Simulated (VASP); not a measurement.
# Be2Cd2O in VASP: notebook

The runs below take Be2Cd2O through single point, relaxation of cell and atoms, with PBE.

Program: VASP 6.6.1. These are calculated values, not measurements. Logs are shortened: lines on timing, memory, paths and dates and some standing lists are left out, and cuts for length are marked.

**1. The cell of the first run**

The structure is orthorhombic, space group Fmmm (No. 69). Conventional cell: a = 4.903 Å, b = 4.953 Å, c = 10.753 Å, α = 90.00°, β = 90.00°, γ = 90.00°. Within 3.0 Å of Be (site symmetry mm2) lie 4 Cd at 2.13 Å and 4 O at 2.86 to 2.88 Å and 1 Be at 2.94 Å. Cd (site symmetry 222) has 4 Be at 2.13 Å and 4 Cd at 2.45 to 2.48 Å within 2.8 Å. O (site symmetry mmm) has 10 Be at 2.86 to 3.91 Å and 8 Cd at 3.20 Å and 4 O at 3.48 Å within 4.0 Å.

The cell was built from a structure type or drawn by symmetry, and may not be a known phase.

**2. Single point, PBE**

Contents of INCAR:

```
PREC     = Accurate       # precision mode
ENCUT    = 520            # plane-wave cutoff, eV
EDIFF    = 1E-7           # SCF threshold, eV
ISMEAR   = 0              # smearing method
SIGMA    = 0.1            # smearing width, eV
LREAL    = F              # projectors in reciprocal space
LASPH    = T              # aspherical terms in the spheres
NELM     = 100            # most SCF steps
ALGO     = Normal         # electronic algorithm
ISIF     = 2              # what is computed and relaxed
LWAVE    = F              # write WAVECAR
LCHARG   = F              # write CHGCAR
GGA      = PE             # functional
NBANDS   = 25             # bands
```

Contents of KPOINTS:

```
Automatic mesh
0
Gamma
  6 6 6
```

Contents of POSCAR:

```
Be2Cd2O
1.0
    0.0000000000      2.4764198300      5.3762913600
    2.4513196100      0.0000000000      5.3762913600
    2.4513196100      2.4764198300      0.0000000000
Be Cd O
2 2 1
Direct
    0.3632000100      0.3632000100      0.6367999900
    0.6367999900      0.6367999900      0.3632000100
    0.7500000000      0.7500000000      0.7500000000
    0.2500000000      0.2500000000      0.2500000000
    0.0000000000      0.0000000000      0.0000000000
```

Potentials or basis: VASP PAW PBE potentials, release 64 (Be, Cd, O).

Run with:

```sh
> cat potpaw_PBE.64/Be/POTCAR potpaw_PBE.64/Cd/POTCAR potpaw_PBE.64/O/POTCAR > POTCAR
> mpirun -np 1 vasp_std > vasp.out
```

OUTCAR:

```text
PREC = Accurate
   ENCUT = 520
   EDIFF = 1E-7
   ISMEAR = 0
   LREAL = F
   LASPH = T
   NELM = 100
   ISIF = 2
   GGA = PE

 ion  position               nearest neighbor table
   1  0.363  0.363  0.637-   4 2.13   4 2.13   3 2.13   3 2.13
   2  0.637  0.637  0.363-   3 2.13   3 2.13   4 2.13   4 2.13
   3  0.750  0.750  0.750-   2 2.13   2 2.13   1 2.13   1 2.13   4 2.45   4 2.45   4 2.48   4 2.48

   4  0.250  0.250  0.250-   1 2.13   1 2.13   2 2.13   2 2.13   3 2.45   3 2.45   3 2.48   3 2.48

   5  0.000  0.000  0.000-

  LATTYP: Found a face centered orthorhombic cell.
 ALAT       =     4.9026392200
 B/A-ratio  =     1.0102394726
 C/A-ratio  =     2.1932233308

  Lattice vectors:

 A1 = (   0.0000000000,   2.4764198300,   5.3762913600)
 A2 = (   2.4513196100,   0.0000000000,   5.3762913600)
 A3 = (   2.4513196100,   2.4764198300,   0.0000000000)

Analysis of symmetry for initial positions (statically):
=====================================================================
 Subroutine PRICEL returns:
 Original cell was already a primitive cell.

 Routine SETGRP: Setting up the symmetry group for a
 face centered orthorhombic supercell.

 Subroutine GETGRP returns: Found  8 space group operations
 (whereof  8 operations were pure point group operations)
 out of a pool of  8 trial point group operations.

The static configuration has the point symmetry D_2h.

Analysis of symmetry for dynamics (positions and initial velocities):
=====================================================================
 Subroutine PRICEL returns:
 Original cell was already a primitive cell.

 Routine SETGRP: Setting up the symmetry group for a
 face centered orthorhombic supercell.

 Subroutine GETGRP returns: Found  8 space group operations
 (whereof  8 operations were pure point group operations)
 out of a pool of  8 trial point group operations.

The dynamic configuration has the point symmetry D_2h.

 Subroutine INISYM returns: Found  8 space group operations
 (whereof  8 operations are pure point group operations),
 and found     1 'primitive' translations

----------------------------------------------------------------------------------------

                                     Primitive cell

  volume of cell :      65.2735

[... 93 lines left out ...]
   NELM   =    100;   NELMIN=  2; NELMDL= -5     # of ELM steps
   EDIFF  = 0.1E-06   stopping-criterion for ELM
   LREAL  =      F    real-space projection
   EDIFFG = 0.1E-05   stopping-criterion for IOM
   NSW    =      0    number of steps for IOM
   IBRION =     -1    ionic relax: 0-MD 1-quasi-New 2-CG
   NFREE  =      0    steps in history (QN), initial steepest desc. (CG)
   ISIF   =      2    stress and relaxation
   ISYM   =      2    0-nonsym 1-usesym 2-fastsym
   POTIM  = 0.5000    time-step for ionic-motion
   TEBEG  =    0.0;   TEEND  =   0.0 temperature during run
   PSTRESS=    0.0 pullay stress
   NELECT =      34.0000    total number of electrons
   NUPDOWN=      -1.0000    fix difference up-down
   EMIN   =  10.00;   EMAX   =-10.00  energy-range for DOS
   EFERMI =   0.00;   METHOD = LEGACY
   ISMEAR =     0;   SIGMA  =   0.10  broadening in eV -4-tet -1-fermi 0-gaus
   EFERMI_NEDOS =   21; number of points for ismear=-14 and -15
   IALGO  =     38    algorithm
   IMIX   =      4    mixing-type and parameters
     AMIX     =   0.40;   BMIX     =  1.00
     AMIX_MAG =   1.60;   BMIX_MAG =  1.00
  volume/ion in A,a.u.               =      13.05        88.10
  Fermi-wavevector in a.u.,A,eV,Ry     =   1.317211  2.489169 23.606731  1.735046
  Thomas-Fermi vector in A             =   2.447269
   LORBIT       =      0    0 simple, 1 ext, 2 COOP (PROOUT), +10 PAW based schemes
   GGA     = PE    functional components
   LHFCALC =     F    Hartree Fock is set to
   AEXX    =    0.0000 exact exchange contribution
   IVDW    =     0    specifies the selected vdW correction
   LEPSILON=     F    determine dielectric tensor
   LRPA    =     F    only Hartree local field effects (RPA)
 non-spin polarized calculation
 Gauss-broadening in eV      SIGMA  =   0.10
  energy-cutoff  :      520.00
  volume of cell :       65.27
 maximum number of plane-waves:      1778
 NGX is ok and might be reduce to    48
   NGX = 23   NGY = 21   NGZ = 13

 number of electron      34.0000004 magnetization

 Free energy of the ion-electron system (eV)
  ---------------------------------------------------
  ext. energy  EPLUGINS =         0.00000000
  ---------------------------------------------------
  free energy    TOTEN  =        -3.94980139 eV

  energy without entropy =       -3.93917722  energy(sigma->0) =       -3.94448930

 E-fermi :   3.9989     XC(G=0): -10.8826

 val. band max:        3.9881795206   @ k =  -0.1667   0.0000   0.1667
 cond. band min:       4.0049311327   @ k =   0.3333  -0.0000   0.1667
 fundamental gap:      0.0167516121
 Fermi energy:         3.9989319789

 k-point     1 :       0.0000    0.0000    0.0000
  band No.  band energies     occupation
      1     -12.4903      2.00000
      2      -9.4817      2.00000
      3      -9.2112      2.00000
      4      -9.0789      2.00000
      5      -7.7724      2.00000
      6      -7.7029      2.00000
[... 661 lines left out ...]
     24      13.2148      0.00000
     25      14.5335      0.00000

 [... further k-points ...]

------------------------ aborting loop because EDIFF is reached ----------------------------------------

  FORCE on cell =-STRESS in cart. coord.  units (eV):
  Direction    XX          YY          ZZ          XY          YZ          ZX
  --------------------------------------------------------------------------------------
  -------------------------------------------------------------------------------------
  Total       28.9783830     28.0689808     10.0334424     -0.0000000      0.0000000      0.0000000
  in kB      711.2916750    688.9698569    246.2768225     -0.0000000      0.0000000      0.0000000
  external PRESSURE =     548.8461181 kB  Pullay stress =       0.0000000 kB

 VOLUME and BASIS-vectors are now :
 -----------------------------------------------------------------------------
  energy-cutoff  :      520.00
  volume of cell :       65.27
      direct lattice vectors                 reciprocal lattice vectors
     0.000000000  2.476419830  5.376291360    -0.203971770  0.201904376  0.093000912
     2.451319610  0.000000000  5.376291360     0.203971770 -0.201904376  0.093000912
     2.451319610  2.476419830  0.000000000     0.203971770  0.201904376 -0.093000912

 POSITION                                       TOTAL-FORCE (eV/Angst)
 -----------------------------------------------------------------------------------
      2.45132      2.47642      3.90534        -0.000000      0.000000      6.299395
      2.45132      2.47642      6.84724        -0.000000      0.000000     -6.299395
      3.67698      3.71463      8.06444        -0.000000     -0.000000     -0.000000
      1.22566      1.23821      2.68815         0.000000      0.000000     -0.000000
      0.00000      0.00000      0.00000        -0.000000      0.000000     -0.000000
 -----------------------------------------------------------------------------------
    total drift:                                0.000000     -0.000000     -0.000000

  FREE ENERGIE OF THE ION-ELECTRON SYSTEM (eV)
  ---------------------------------------------------
  free  energy   TOTEN  =        -3.9498013875 eV

  energy  without entropy=       -3.9391772163  energy(sigma->0) =       -3.94448930
```

OSZICAR:

```text
N       E                     dE             d eps       ncg     rms          rms(c)
DAV:   1     0.238676811406E+03    0.23868E+03   -0.17429E+04  2300   0.133E+03
DAV:   2     0.172324607986E+01   -0.23695E+03   -0.22440E+03  2603   0.340E+02
DAV:   3    -0.745954631016E+01   -0.91828E+01   -0.90452E+01  2730   0.708E+01
DAV:   4    -0.751174185115E+01   -0.52196E-01   -0.52134E-01  2715   0.500E+00
DAV:   5    -0.751208624896E+01   -0.34440E-03   -0.34431E-03  2862   0.344E-01    0.181E+01
DAV:   6    -0.800969900145E+01   -0.49761E+00   -0.18760E+01  2913   0.397E+01    0.314E+01
DAV:   7    -0.411764353004E+01    0.38921E+01   -0.18359E+01  2609   0.142E+01    0.984E+00
DAV:   8    -0.406243380311E+01    0.55210E-01   -0.99205E-01  2485   0.581E+00    0.607E+00
DAV:   9    -0.395641795330E+01    0.10602E+00   -0.19626E-01  2668   0.293E+00    0.732E-01
DAV:  10    -0.395015604864E+01    0.62619E-02   -0.29349E-02  2446   0.785E-01    0.255E-01
DAV:  11    -0.395008567538E+01    0.70373E-04   -0.78714E-04  2857   0.143E-01    0.200E-01
DAV:  12    -0.394980553072E+01    0.28014E-03   -0.75630E-04  2564   0.133E-01    0.469E-02
DAV:  13    -0.394980053121E+01    0.49995E-05   -0.19869E-05  2780   0.290E-02    0.707E-03
DAV:  14    -0.394980177547E+01   -0.12443E-05   -0.58960E-06  2477   0.134E-02    0.369E-03
DAV:  15    -0.394980161323E+01    0.16224E-06   -0.69629E-07  2755   0.452E-03    0.193E-03
DAV:  16    -0.394980132868E+01    0.28455E-06   -0.13312E-07  1992   0.210E-03    0.112E-03
DAV:  17    -0.394980138753E+01   -0.58847E-07   -0.20647E-08  1238   0.756E-04
   1 F= -.39498014E+01 E0= -.39444893E+01  d E =-.106242E-01
```

Wall time 60 s (1 thread of Intel Xeon 6975P-C (Granite Rapids), shared host); peak memory 0.27 GiB.

What came out:

```
Free energy            : -3.9498 eV
Pressure               : 54.9 GPa
Largest force          : 6.299 eV/Å
Band gap on the k mesh : zero (bands 17 and 18 overlap by 2.08 eV)
```

Forces on the atoms (eV/Å):
```
Be   0.000  0.000  6.299
Be   0.000  0.000 -6.299
Cd   0.000  0.000  0.000
Cd   0.000  0.000  0.000
O    0.000  0.000  0.000
```

Stress tensor (GPa, compression positive):
```
71.13  0.00  0.00
 0.00 68.90  0.00
 0.00  0.00 24.63
```

Caveat: the cell stands under pressure; forces of over 1 eV/Å act on the atoms, so gaps and moduli don't describe the material at rest.

**3. Single point, PBE**

This run uses another cell than the first one, of 22.12 Å³/atom.

Contents of INCAR:

```
SYSTEM = Be2Cd2O
PREC     = Accurate       ! precision mode
ENCUT    = 520            ! plane-wave cutoff, eV
EDIFF    = 1E-6           ! SCF threshold, eV
ISMEAR   = 0              ! smearing method
SIGMA    = 0.1            ! smearing width, eV
LREAL    = .FALSE.        ! projectors in reciprocal space
LASPH    = .TRUE.         ! aspherical terms in the spheres
NELM     = 60             ! most SCF steps
ALGO     = Normal         ! electronic algorithm
ISIF     = 2              ! what is computed and relaxed
LWAVE    = .FALSE.        ! write WAVECAR
LCHARG   = .FALSE.        ! write CHGCAR
GGA      = PE             ! functional
NBANDS   = 25             ! bands
```

Contents of KPOINTS:

```
Automatic mesh
0
G
  6 6 6
  0 0 0
```

Contents of POSCAR:

```
Be2Cd2O
1.0
    0.0000000000      3.0045788189      6.1277706376
    3.0036513391      0.0000000000      6.1277706376
    3.0036513391      3.0045788189      0.0000000000
Be Cd O
2 2 1
Direct
    0.1159921359      0.1159921359      0.8840078641
    0.8840078641      0.8840078641      0.1159921359
    0.7500000000      0.7500000000      0.7500000000
    0.2500000000      0.2500000000      0.2500000000
    0.0000000000      0.0000000000      0.0000000000
```

Potentials or basis: VASP PAW PBE potentials, release 64 (Be, Cd, O).

Run with:

```sh
> cat potpaw_PBE.64/Be/POTCAR potpaw_PBE.64/Cd/POTCAR potpaw_PBE.64/O/POTCAR > POTCAR
> mpirun -np 1 vasp_std > vasp.out
```

It took 1.8 min on 1 thread of Intel Xeon 6975P-C (Granite Rapids), shared host; peak memory 0.35 GiB.

It converged, with:

| Property | Result |
| --- | --- |
| Free energy | -16.1342 eV |
| Pressure | 0.2 GPa |
| Largest force | 0.074 eV/Å |
| Band gap on the k mesh | zero (bands 17 and 18 overlap by 3.04 eV) |

Forces on the atoms (eV/Å):
```
Be   0.000  0.000 -0.074
Be   0.000  0.000  0.074
Cd   0.000  0.000  0.000
Cd   0.000  0.000  0.000
O    0.000  0.000  0.000
```

Levels at points of the mesh, in eV from the Fermi level:
```tsv
k point	band 14	band 15	band 16	band 17	band 18	band 19	band 20	band 21
(0.00, 0.00, 0.00)	-3.66	-3.66	-1.60	0.66	0.67	2.92	3.55	4.66
(0.50, 0.00, 0.00)	-4.83	-3.68	-3.65	0.07	0.84	2.94	3.72	4.78
(0.50, 0.50, 0.00)	-3.75	-3.75	-2.24	1.20	1.20	2.75	3.96	4.24
(0.50, 0.00, 0.50)	-4.09	-2.68	-2.59	-2.36	-1.63	0.91	1.95	3.98
(0.00, 0.50, 0.50)	-4.09	-2.68	-2.59	-2.36	-1.63	0.91	1.95	3.97
```

**4. Relaxation of cell and atoms, PBE**

Contents of INCAR:

```
PREC = Accurate
ENCUT = 600
EDIFF = 1E-7
ISMEAR = 0
SIGMA = 0.1
LREAL = F
LASPH = T
NELM = 60
ALGO = Normal
ISIF = 3
LWAVE = F
LCHARG = F
GGA = PE
IBRION = 2
NSW = 90
EDIFFG = -0.04
```

Contents of KPOINTS:

```
Automatic mesh
0
Gamma
  6 6 6
```

Contents of POSCAR:

```
Be2Cd2O
1.0
    0.0000000000      2.4764198300      5.3762913600
    2.4513196100      0.0000000000      5.3762913600
    2.4513196100      2.4764198300      0.0000000000
Be Cd O
2 2 1
Direct
    0.3632000100      0.3632000100      0.6367999900
    0.6367999900      0.6367999900      0.3632000100
    0.7500000000      0.7500000000      0.7500000000
    0.2500000000      0.2500000000      0.2500000000
    0.0000000000      0.0000000000      0.0000000000
```

Potentials or basis: VASP PAW PBE potentials, release 64 (Be, Cd, O).

Run with:

```sh
> cat potpaw_PBE.64/Be/POTCAR potpaw_PBE.64/Cd/POTCAR potpaw_PBE.64/O/POTCAR > POTCAR
> mpirun -np 1 vasp_std > vasp.out
```

OUTCAR:

```text
PREC = Accurate
   ENCUT = 600
   EDIFF = 1E-7
   ISMEAR = 0
   LREAL = F
   LASPH = T
   NELM = 60
   ISIF = 3
   GGA = PE
   IBRION = 2
   NSW = 90
   EDIFFG = -0.04

 ion  position               nearest neighbor table
   1  0.363  0.363  0.637-   4 2.13   4 2.13   3 2.13   3 2.13
   2  0.637  0.637  0.363-   3 2.13   3 2.13   4 2.13   4 2.13
   3  0.750  0.750  0.750-   2 2.13   2 2.13   1 2.13   1 2.13   4 2.45   4 2.45   4 2.48   4 2.48

   4  0.250  0.250  0.250-   1 2.13   1 2.13   2 2.13   2 2.13   3 2.45   3 2.45   3 2.48   3 2.48

   5  0.000  0.000  0.000-

  LATTYP: Found a face centered orthorhombic cell.
 ALAT       =     4.9026392200
 B/A-ratio  =     1.0102394726
 C/A-ratio  =     2.1932233308

  Lattice vectors:

 A1 = (   0.0000000000,   2.4764198300,   5.3762913600)
 A2 = (   2.4513196100,   0.0000000000,   5.3762913600)
 A3 = (   2.4513196100,   2.4764198300,   0.0000000000)

Analysis of symmetry for initial positions (statically):
=====================================================================
[... 170 lines left out ...]

 number of electron      34.0000004 magnetization

 Free energy of the ion-electron system (eV)
  ---------------------------------------------------
  ext. energy  EPLUGINS =         0.00000000
  ---------------------------------------------------
  free energy    TOTEN  =        -3.95053796 eV

  energy without entropy =       -3.93991384  energy(sigma->0) =       -3.94522590

------------------------ aborting loop because EDIFF is reached ----------------------------------------

  FORCE on cell =-STRESS in cart. coord.  units (eV):
  Direction    XX          YY          ZZ          XY          YZ          ZX
  --------------------------------------------------------------------------------------
  -------------------------------------------------------------------------------------
  Total       28.9362012     28.0267841      9.9895994      0.0000000      0.0000000      0.0000000
  in kB      710.2562982    687.9341138    245.2006680      0.0000000      0.0000000      0.0000000
  external PRESSURE =     547.7970267 kB  Pullay stress =       0.0000000 kB
[... 1269 lines left out ...]
     20       5.6031      0.00000
     21       5.9093      0.00000

 [... further k-points ...]

[... ionic steps 4 to 10 ...]

--------------------------------------- Ionic step       11  -------------------------------------------

 number of electron      33.9999987 magnetization

------------------------ aborting loop because EDIFF is reached ----------------------------------------
[... 73 lines left out ...]
--------------------------------------- Ionic step       13  -------------------------------------------

 number of electron      33.9999988 magnetization

 Free energy of the ion-electron system (eV)
  ---------------------------------------------------
  ext. energy  EPLUGINS =         0.00000000
  ---------------------------------------------------
  free energy    TOTEN  =        -9.60738944 eV

  energy without entropy =       -9.58831697  energy(sigma->0) =       -9.59785320

 E-fermi :   1.5898     XC(G=0):  -9.9043

 val. band max:        1.5873288371   @ k =   0.5000   0.0000   0.5000
 cond. band min:       1.6137619858   @ k =   0.3333  -0.0000  -0.0000
 fundamental gap:      0.0264331487
 Fermi energy:         1.5898324583
[... 608 lines left out ...]
  FREE ENERGIE OF THE ION-ELECTRON SYSTEM (eV)
  ---------------------------------------------------
  free  energy   TOTEN  =        -9.6073894375 eV

  energy  without entropy=       -9.5883169701  energy(sigma->0) =       -9.59785320

 reached required accuracy - stopping structural energy minimisation
```

Run time: 9.4 min. Hardware: 1 thread of Intel Xeon 6975P-C (Granite Rapids), shared host; peak memory 0.31 GiB.

Results:

* Free energy: -9.6074 eV
* Relaxed volume: 16.78 Å³/atom
* Relaxed cell: a = 5.789 Å, b = 5.780 Å, c = 4.092 Å, α = 69.40°, β = 69.17°, γ = 41.43°
* Space group after relaxing (to 0.1 Å): I4/mmm (No. 139)
* Energy gained by relaxing: 1131.4 meV/atom
* Ionic steps: 13
* Pressure after relaxing: -0.1 GPa
* Largest force after relaxing: 0.018 eV/Å
* Band gap on the k mesh: zero (bands 17 and 18 overlap by 2.05 eV)

Forces on the atoms (eV/Å):
```
Be   0.000  0.000  0.018
Be   0.000  0.000 -0.018
Cd   0.000  0.000  0.000
Cd   0.000  0.000  0.000
O    0.000  0.000  0.000
```

Stress tensor (GPa, compression positive):
```
-0.05  0.00  0.00
 0.00  0.03  0.00
 0.00  0.00 -0.25
```

The path:
```tsv
step	energy change (eV)	largest force (eV/Å)	pressure (GPa)	volume (Å³)
1	0.0000	6.2995	54.78	65.27
2	-4.2147	0.5736	-9.58	116.30
3	-4.9087	1.3100	-2.43	93.71
4	-4.9130	1.2142	-3.35	95.26
5	-4.9127	1.2546	-2.97	94.59
6	-5.2004	1.2696	-2.45	90.92
7	-5.6087	0.6098	2.89	80.07
8	-5.6047	0.7492	0.16	83.89
9	-5.6436	0.3126	1.22	82.17
10	-5.6453	0.1508	1.55	81.70
11	-5.6521	0.2959	-0.05	83.83
12	-5.6550	0.1339	0.48	83.07
13	-5.6569	0.0176	-0.09	83.88
```

Final structure:
```yaml
crystal:
  lattice:
    - [0.00000, 2.90232, 5.00876]
    - [2.88517, 0.00000, 5.00876]
    - [2.88517, 2.90232, 0.00000]
  atoms:
    - { symbol: Be, position: [0.40066, 0.40066, 0.59934] }
    - { symbol: Be, position: [0.59934, 0.59934, 0.40066] }
    - { symbol: Cd, position: [0.75000, 0.75000, 0.75000] }
    - { symbol: Cd, position: [0.25000, 0.25000, 0.25000] }
    - { symbol: O, position: [0.00000, 0.00000, 0.00000] }
```

Levels at points of the mesh, in eV from the Fermi level:
```tsv
k point	band 13	band 14	band 15	band 16	band 17	band 18	band 19	band 20	band 21
(0.00, 0.00, 0.00)	-2.55	-1.13	-1.10	-1.06	0.56	1.01	1.03	3.70	3.75
(0.50, 0.00, 0.00)	-4.86	-2.70	-0.97	-0.60	0.18	0.44	2.30	2.68	3.88
(0.50, 0.50, 0.00)	-3.51	-1.60	-1.58	-0.53	1.25	1.28	1.90	3.50	5.77
(0.50, 0.00, 0.50)	-3.22	-3.08	-2.43	-1.83	-0.58	-0.52	0.00	2.04	2.09
(0.00, 0.50, 0.50)	-3.19	-3.12	-2.43	-1.91	-0.58	-0.51	0.03	2.05	2.08
```

Caveat: the volume moved by over 15 % at a fixed basis, so the end points are rough.

(Continued in part 2 of 2.)
